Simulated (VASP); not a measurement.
Write the native input for VASP 6.6.1 that does the following.

```yaml
Task: single point
Functional: PBE
Potentials_or_basis: VASP PAW PBE potentials, release 64 (Zr_sv, Si, O)
Cutoff: 520 eV
k_mesh: 12 × 12 × 4
Occupations: gaussian, width 0.02 eV
Spin: no spin polarisation
Dipole_correction: no
Further_INCAR_settings: ALGO = Normal; EDIFF = 1e-07; NBANDS = 38
```

The structure of ZrSi2O6 lies in POSCAR:

```
ZrSi2O6
1.0
    3.5803680024      0.0000000000      0.0000000000
   -1.7901840012      3.1006896450      0.0000000000
    0.0000000000      0.0000000000      7.4484819053
Zr Si O
1 2 6
Direct
    0.0000000000      0.0000000000      0.0000000000
    0.3333333333      0.6666666667      0.6488988786
    0.6666666667      0.3333333333      0.3511011214
    0.3333333333      0.6666666667      0.8913126418
    0.6666666667      0.3333333333      0.5814892098
    0.0000000000      0.0000000000      0.2850903219
    0.0000000000      0.0000000000      0.7149096781
    0.3333333333      0.6666666667      0.4185107902
    0.6666666667      0.3333333333      0.1086873582
```

One way to write it, as run:

INCAR

```
SYSTEM = ZrSi2O6
PREC = Accurate ; ENCUT = 520
EDIFF = 1E-7 ; ISMEAR = 0
SIGMA = 0.02 ; LREAL = .FALSE.
LASPH = .TRUE. ; NELM = 80
ALGO = Normal ; ISIF = 2
LWAVE = .FALSE. ; LCHARG = .FALSE.
GGA = PE ; NBANDS = 38
```

KPOINTS

```
regular mesh
0
G
  12 12 4
  0 0 0
```

Potentials or basis: VASP PAW PBE potentials, release 64 (Zr_sv, Si, O).

Launch:

```bash
$ cat potpaw_PBE.64/Zr_sv/POTCAR potpaw_PBE.64/Si/POTCAR potpaw_PBE.64/O/POTCAR > POTCAR
$ mpirun -np 1 vasp_std > vasp.out
```

Results of the run:

- Pressure: 0.4 GPa
- Largest force: 0.066 eV/Å
- Band gap on the k mesh: 1.70 eV

Run time: 7.9 min on 1 thread of Intel Xeon 8259CL, on a shared host, peak memory 0.32 GiB.
